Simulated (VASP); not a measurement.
# TaN (P4mm) in VASP: single point with PBE

Aim: the single point of TaN with PBE.

Program: VASP 6.6.1. These are calculated values, not measurements. Logs are shortened: lines on timing, memory, paths and dates and some standing lists are left out, and cuts for length are marked.

**1. The cell of the first run**

Symmetry: P4mm, No. 99, tetragonal system. Conventional cell: a = 4.417 Å, b = 4.417 Å, c = 4.417 Å, α = 90.00°, β = 90.00°, γ = 90.00°. Within 2.6 Å of Ta (site symmetry 4mm) lie 6 N at 1.87 to 2.55 Å. Ta (site symmetry 2mm) has 6 N at 2.21 to 2.23 Å within 2.9 Å. Ta (site symmetry 4mm) has 6 N at 2.21 Å within 2.9 Å. N (site symmetry 4mm) has 6 Ta at 1.87 to 2.55 Å within 2.6 Å. Within 2.9 Å of N (site symmetry 2mm) lie 6 Ta at 2.21 Å and 2 N at 2.89 Å. N (site symmetry 4mm) has 6 Ta at 2.21 Å within 2.9 Å.

**2. Single point, PBE (atom 5 (N) moved +0.338 Å towards its neighbour atom 1 (Ta) at 2.209 Å)**

INCAR reads:

```
SYSTEM = TaN
  PREC = Accurate
  ENCUT = 520
  EDIFF = 1E-7
  ISMEAR = 0
  SIGMA = 0.15
  LREAL = .False.
  LASPH = .True.
  NELM = 80
  ALGO = Normal
  ISIF = 2
  LWAVE = .False.
  LCHARG = .False.
  GGA = PE
  NBANDS = 42
```

KPOINTS reads:

```
Automatic mesh
0
Gamma
  14 14 14
  0 0 0
```

POSCAR reads:

```
TaN
1.0
    4.4172695572      0.0000000000      0.0000000000
    0.0000000000     -4.4172695572      0.0000000000
    0.0000000000      0.0000000000     -4.4172695572
Ta N
4 4
Direct
    0.5000000000      0.0000000000      0.0000000000
    0.0000000000      0.5000000000      0.0000000000
    0.0000000000      0.0000000000      0.5000000000
    0.5000000000      0.5000000000      0.5000000000
   -0.0764046648      0.0000000000      0.0000000000
    0.5000000000      0.5000000000      0.0000000000
    0.5000000000      0.0000000000      0.5000000000
    0.0000000000      0.5000000000      0.5000000000
```

Potentials or basis: VASP PAW PBE potentials, release 64 (Ta_pv, N).

The run is started by

```console
$ cat potpaw_PBE.64/Ta_pv/POTCAR potpaw_PBE.64/N/POTCAR > POTCAR
$ mpirun -np 1 vasp_std > vasp.out
```

OUTCAR:

```text
SYSTEM = TaN
   PREC = Accurate
   ENCUT = 520
   EDIFF = 1E-7
   ISMEAR = 0
   LREAL = .False.
   LASPH = .True.
   NELM = 80
   ISIF = 2
   GGA = PE

 ion  position               nearest neighbor table
   1  0.500  0.000  0.000-   5 1.87   6 2.21   7 2.21   7 2.21   6 2.21   5 2.55   3 3.12   4 3.12
                             2 3.12   2 3.12   4 3.12   3 3.12   4 3.12   2 3.12   3 3.12   4 3.12
   2  0.000  0.500  0.000-   6 2.21   8 2.21   8 2.21   6 2.21   5 2.23   5 2.23   3 3.12   4 3.12
                             1 3.12   1 3.12   3 3.12   3 3.12   3 3.12   1 3.12   4 3.12   4 3.12
   3  0.000  0.000  0.500-   7 2.21   8 2.21   8 2.21   7 2.21   5 2.23   5 2.23   1 3.12   2 3.12
                             1 3.12   2 3.12   4 3.12   2 3.12   2 3.12   1 3.12   4 3.12   4 3.12
   4  0.500  0.500  0.500-   6 2.21   7 2.21   8 2.21   6 2.21   7 2.21   8 2.21   1 3.12   2 3.12
                             1 3.12   1 3.12   3 3.12   2 3.12   1 3.12   2 3.12   3 3.12   3 3.12
   5  0.924  0.000  0.000-   1 1.87   2 2.23   3 2.23   3 2.23   2 2.23   1 2.55
   6  0.500  0.500  0.000-   1 2.21   2 2.21   4 2.21   4 2.21   1 2.21   2 2.21
   7  0.500  0.000  0.500-   1 2.21   3 2.21   4 2.21   1 2.21   4 2.21   3 2.21
   8  0.000  0.500  0.500-   2 2.21   3 2.21   4 2.21   2 2.21   3 2.21   4 2.21

  LATTYP: Found a simple cubic cell.
 ALAT       =     4.4172695572

  Lattice vectors:

 A1 = (   4.4172695572,   0.0000000000,   0.0000000000)
 A2 = (   0.0000000000,  -4.4172695572,   0.0000000000)
 A3 = (   0.0000000000,   0.0000000000,  -4.4172695572)

Analysis of symmetry for initial positions (statically):
=====================================================================
 Subroutine PRICEL returns:
 Original cell was already a primitive cell.

 Routine SETGRP: Setting up the symmetry group for a
 simple cubic supercell.

 Subroutine GETGRP returns: Found  8 space group operations
 (whereof  8 operations were pure point group operations)
 out of a pool of 48 trial point group operations.

The static configuration has the point symmetry C_4v.

Analysis of symmetry for dynamics (positions and initial velocities):
=====================================================================
 Subroutine PRICEL returns:
 Original cell was already a primitive cell.

 Routine SETGRP: Setting up the symmetry group for a
 simple cubic supercell.

 Subroutine GETGRP returns: Found  8 space group operations
 (whereof  8 operations were pure point group operations)
 out of a pool of 48 trial point group operations.

The dynamic configuration has the point symmetry C_4v.

 Subroutine INISYM returns: Found  8 space group operations
 (whereof  8 operations are pure point group operations),
 and found     1 'primitive' translations

----------------------------------------------------------------------------------------

                                     Primitive cell

  volume of cell :      86.1910

  direct lattice vectors                    reciprocal lattice vectors
     4.417269557  0.000000000  0.000000000     0.226384192  0.000000000  0.000000000
     0.000000000 -4.417269557  0.000000000     0.000000000 -0.226384192  0.000000000
     0.000000000  0.000000000 -4.417269557     0.000000000  0.000000000 -0.226384192

  length of vectors
     4.417269557  4.417269557  4.417269557     0.226384192  0.226384192  0.226384192

  position of ions in fractional coordinates (direct lattice)
     0.500000000  0.000000000  0.000000000
     0.000000000  0.500000000  0.000000000
     0.000000000  0.000000000  0.500000000
     0.500000000  0.500000000  0.500000000
     0.923595335  0.000000000  0.000000000
     0.500000000  0.500000000  0.000000000
     0.500000000  0.000000000  0.500000000
     0.000000000  0.500000000  0.500000000

  ion indices of the primitive-cell ions
   primitive index   ion index
                 1           1
                 2           2
                 3           3
                 4           4
                 5           5
                 6           6
                 7           7
                 8           8

----------------------------------------------------------------------------------------

 KPOINTS: Automatic mesh

Automatic generation of k-mesh.
 Grid dimensions read from file:
 generate k-points for:   14   14   14

 Generating k-lattice:

  Cartesian coordinates                     Fractional coordinates (reciprocal lattice)
     0.016170299  0.000000000  0.000000000     0.071428571  0.000000000  0.000000000
     0.000000000 -0.016170299  0.000000000     0.000000000  0.071428571  0.000000000
     0.000000000  0.000000000 -0.016170299     0.000000000  0.000000000  0.071428571

  Length of vectors
     0.016170299  0.016170299  0.016170299

  Shift w.r.t. Gamma in fractional coordinates (k-lattice)
     0.000000000  0.000000000  0.000000000

 Subroutine IBZKPT returns following result:
 ===========================================

 Found    288 irreducible k-points:

 Following reciprocal coordinates:
            Coordinates               Weight
  0.000000  0.000000  0.000000      1.000000
  0.071429  0.000000  0.000000      2.000000
  0.000000  0.071429  0.000000      4.000000
  0.142857  0.000000  0.000000      2.000000
  0.000000  0.142857  0.000000      4.000000
  0.214286  0.000000  0.000000      2.000000
[... 16 lines left out ...]
  0.071429  0.000000  0.214286      8.000000
  0.285714  0.071429  0.000000      8.000000
 [... further k-points ...]
   k-points           NKPTS =    288   k-points in BZ     NKDIM =    288   number of bands    NBANDS=     42
   number of dos      NEDOS =    301   number of ions     NIONS =      8
   total plane-waves  NPLWV =  46656
   dimension x,y,z NGX =    36 NGY =   36 NGZ =   36
   dimension x,y,z NGXF=    72 NGYF=   72 NGZF=   72
   ions per type =               4   4
   NGX,Y,Z   is equivalent  to a cutoff of  13.55, 13.55, 13.55 a.u.
   NGXF,Y,Z  is equivalent  to a cutoff of  27.10, 27.10, 27.10 a.u.
 SYSTEM =  TaN
   PREC   = accura    normal or accurate (medium, high low for compatibility)
   ISTART =      0    job   : 0-new  1-cont  2-samecut
   ICHARG =      2    charge: 1-file 2-atom 10-const
   ISPIN  =      1    spin polarized calculation?
   LNONCOLLINEAR =      F non collinear calculations
   LSORBIT =      F    spin-orbit coupling
   LASPH  =      T    aspherical Exc in radial PAW
   ENCUT  =  520.0 eV  38.22 Ry    6.18 a.u.   8.21  8.21  8.21*2*pi/ulx,y,z
   NELM   =     80;   NELMIN=  2; NELMDL= -5     # of ELM steps
   EDIFF  = 0.1E-06   stopping-criterion for ELM
   LREAL  =      F    real-space projection
   EDIFFG = 0.1E-05   stopping-criterion for IOM
   NSW    =      0    number of steps for IOM
   IBRION =     -1    ionic relax: 0-MD 1-quasi-New 2-CG
   NFREE  =      0    steps in history (QN), initial steepest desc. (CG)
   ISIF   =      2    stress and relaxation
   ISYM   =      2    0-nonsym 1-usesym 2-fastsym
   POTIM  = 0.5000    time-step for ionic-motion
   TEBEG  =    0.0;   TEEND  =   0.0 temperature during run
   PSTRESS=    0.0 pullay stress
   NELECT =      64.0000    total number of electrons
   NUPDOWN=      -1.0000    fix difference up-down
   EMIN   =  10.00;   EMAX   =-10.00  energy-range for DOS
   EFERMI =   0.00;   METHOD = LEGACY
   ISMEAR =     0;   SIGMA  =   0.15  broadening in eV -4-tet -1-fermi 0-gaus
   EFERMI_NEDOS =   21; number of points for ismear=-14 and -15
   IALGO  =     38    algorithm
   IMIX   =      4    mixing-type and parameters
     AMIX     =   0.40;   BMIX     =  1.00
     AMIX_MAG =   1.60;   BMIX_MAG =  1.00
  volume/ion in A,a.u.               =      10.77        72.71
  Fermi-wavevector in a.u.,A,eV,Ry     =   1.482453  2.801430 29.901072  2.197667
  Thomas-Fermi vector in A             =   2.596237
   LORBIT       =      0    0 simple, 1 ext, 2 COOP (PROOUT), +10 PAW based schemes
   GGA     = PE    functional components
   LHFCALC =     F    Hartree Fock is set to
   AEXX    =    0.0000 exact exchange contribution
   IVDW    =     0    specifies the selected vdW correction
   LEPSILON=     F    determine dielectric tensor
   LRPA    =     F    only Hartree local field effects (RPA)
 non-spin polarized calculation
 Gauss-broadening in eV      SIGMA  =   0.15
  energy-cutoff  :      520.00
  volume of cell :       86.19
 maximum number of plane-waves:      2360
 NGX is ok and might be reduce to    36
   NGX = 17   NGY = 17   NGZ = 17

 number of electron      64.0000013 magnetization

 Free energy of the ion-electron system (eV)
  ---------------------------------------------------
  ext. energy  EPLUGINS =         0.00000000
  ---------------------------------------------------
  free energy    TOTEN  =       -86.72159328 eV

  energy without entropy =      -86.68492754  energy(sigma->0) =      -86.70326041

 E-fermi :   9.3056     XC(G=0): -13.3524

 val. band max:        9.3006291402   @ k =   0.4286   0.2857   0.2857
 cond. band min:       9.3056184413   @ k =   0.3571   0.3571   0.2857
 fundamental gap:      0.0049893011
 Fermi energy:         9.3056100226

 k-point     1 :       0.0000    0.0000    0.0000
  band No.  band energies     occupation
      1     -27.1272      2.00000
      2     -27.0846      2.00000
      3     -27.0846      2.00000
      4     -26.7656      2.00000
      5     -26.6766      2.00000
      6     -26.6766      2.00000
[... 34 lines left out ...]
     41      12.8541      0.00000
     42      12.8815      0.00000

 k-point     2 :       0.0714    0.0000    0.0000
  band No.  band energies     occupation
      1     -27.1202      2.00000
      2     -27.0796      2.00000
      3     -27.0796      2.00000
      4     -26.7668      2.00000
      5     -26.6786      2.00000
      6     -26.6786      2.00000
[... 34 lines left out ...]
     41      12.7791      0.00000
     42      12.7881      0.00000

 k-point     3 :       0.0000    0.0714    0.0000
  band No.  band energies     occupation
      1     -27.1223      2.00000
      2     -27.0797      2.00000
      3     -27.0776      2.00000
      4     -26.7671      2.00000
      5     -26.6776      2.00000
      6     -26.6774      2.00000
[... 34 lines left out ...]
     41      12.7738      0.00000
     42      12.7840      0.00000

 k-point     4 :       0.1429    0.0000    0.0000
  band No.  band energies     occupation
      1     -27.0993      2.00000
      2     -27.0648      2.00000
      3     -27.0648      2.00000
      4     -26.7700      2.00000
      5     -26.6880      2.00000
      6     -26.6880      2.00000
[... 844 lines left out ...]
     41      12.5972      0.00000
     42      12.6731      0.00000

 k-point    23 :       0.0714    0.0000    0.2143
  band No.  band energies     occupation
      1     -27.0808      2.00000
      2     -27.0373      2.00000
      3     -27.0222      2.00000
      4     -26.7945      2.00000
      5     -26.6999      2.00000
      6     -26.6818      2.00000
[... 34 lines left out ...]
     41      12.4265      0.00000
     42      12.6741      0.00000

 k-point    24 :       0.2857    0.0714    0.0000
  band No.  band energies     occupation
      1     -27.0223      2.00000
      2     -27.0080      2.00000
      3     -27.0052      2.00000
      4     -26.8006      2.00000
      5     -26.7358      2.00000
      6     -26.7221      2.00000
[... 34 lines left out ...]
     41      12.5520      0.00000
     42      12.7522      0.00000

 [... further k-points ...]
[... 5 lines left out ...]
  --------------------------------------------------------------------------------------
  -------------------------------------------------------------------------------------
  Total        9.4584421     -0.0176680     -0.0176680      0.0000000      0.0000000      0.0000000
  in kB      175.8200857     -0.3284255     -0.3284255      0.0000000      0.0000000      0.0000000
  external PRESSURE =      58.3877449 kB  Pullay stress =       0.0000000 kB

 VOLUME and BASIS-vectors are now :
 -----------------------------------------------------------------------------
  energy-cutoff  :      520.00
  volume of cell :       86.19
      direct lattice vectors                 reciprocal lattice vectors
     4.417269557  0.000000000  0.000000000     0.226384192  0.000000000  0.000000000
     0.000000000 -4.417269557  0.000000000     0.000000000 -0.226384192  0.000000000
     0.000000000  0.000000000 -4.417269557     0.000000000  0.000000000 -0.226384192

 POSITION                                       TOTAL-FORCE (eV/Angst)
 -----------------------------------------------------------------------------------
      2.20863      0.00000      0.00000        -5.317136     -0.000000     -0.000000
      0.00000     -2.20863      0.00000         0.528993      0.000000     -0.000000
      0.00000      0.00000     -2.20863         0.528993      0.000000     -0.000000
      2.20863     -2.20863     -2.20863        -0.381422      0.000000     -0.000000
      4.07977      0.00000      0.00000         4.887704      0.000000      0.000000
      2.20863     -2.20863      0.00000         0.051781      0.000000     -0.000000
      2.20863      0.00000     -2.20863         0.051781      0.000000     -0.000000
      0.00000     -2.20863     -2.20863        -0.350694      0.000000     -0.000000
 -----------------------------------------------------------------------------------
    total drift:                               -0.000044     -0.000000     -0.000000

  FREE ENERGIE OF THE ION-ELECTRON SYSTEM (eV)
  ---------------------------------------------------
  free  energy   TOTEN  =       -86.7215932804 eV

  energy  without entropy=      -86.6849275387  energy(sigma->0) =      -86.70326041
```

Wall time 7.6 min (1 thread of Intel Xeon 6975P-C (Granite Rapids), shared host); peak memory 0.79 GiB.

Results:

```yaml
Free_energy: -86.7216 eV
Pressure: 5.8 GPa
Largest_force: 5.317 eV/Å
Band_gap_on_the_k_mesh: zero (bands 32 and 33 overlap by 3.47 eV)
```

Forces on the atoms (eV/Å):
```
Ta  -5.317  0.000  0.000
Ta   0.529  0.000  0.000
Ta   0.529  0.000  0.000
Ta  -0.381  0.000  0.000
N    4.888  0.000  0.000
N    0.052  0.000  0.000
N    0.052  0.000  0.000
N   -0.351  0.000  0.000
```

Stress tensor (GPa, compression positive):
```
17.58  0.00  0.00
 0.00 -0.03  0.00
 0.00  0.00 -0.03
```

Levels at points of the mesh, in eV from the Fermi level:
| k point | band 29 | band 30 | band 31 | band 32 | band 33 | band 34 | band 35 | band 36 |
| --- | --- | --- | --- | --- | --- | --- | --- | --- |
| (0.00, 0.00, 0.00) | -3.90 | -3.58 | -3.58 | -1.96 | -1.43 | -1.43 | 0.17 | 0.50 |
| (0.50, 0.00, 0.00) | -4.00 | -3.87 | -0.36 | -0.36 | 0.41 | 0.41 | 1.02 | 1.16 |
| (0.00, 0.50, 0.00) | -3.97 | -3.11 | -1.03 | -0.16 | -0.09 | 0.06 | 1.02 | 1.03 |
| (0.50, 0.50, 0.00) | -0.23 | 0.49 | 0.51 | 0.52 | 0.60 | 0.66 | 0.75 | 1.47 |
| (0.00, 0.50, 0.50) | -1.29 | 0.17 | 0.17 | 0.51 | 0.51 | 0.60 | 0.60 | 0.70 |
| (0.50, 0.50, 0.50) | 1.47 | 1.74 | 1.74 | 1.91 | 1.91 | 1.94 | 1.96 | 1.97 |

Caveat: the cell differs from its parent crystal (atom 5 (N) moved +0.338 Å towards its neighbour atom 1 (Ta) at 2.209 Å); the stress differs along the axes, from -0 to 18 GPa; spin-orbit coupling is left out, which moves the levels of the heavy elements; forces of over 1 eV/Å act on the atoms, so gaps and moduli don't describe the material at rest.
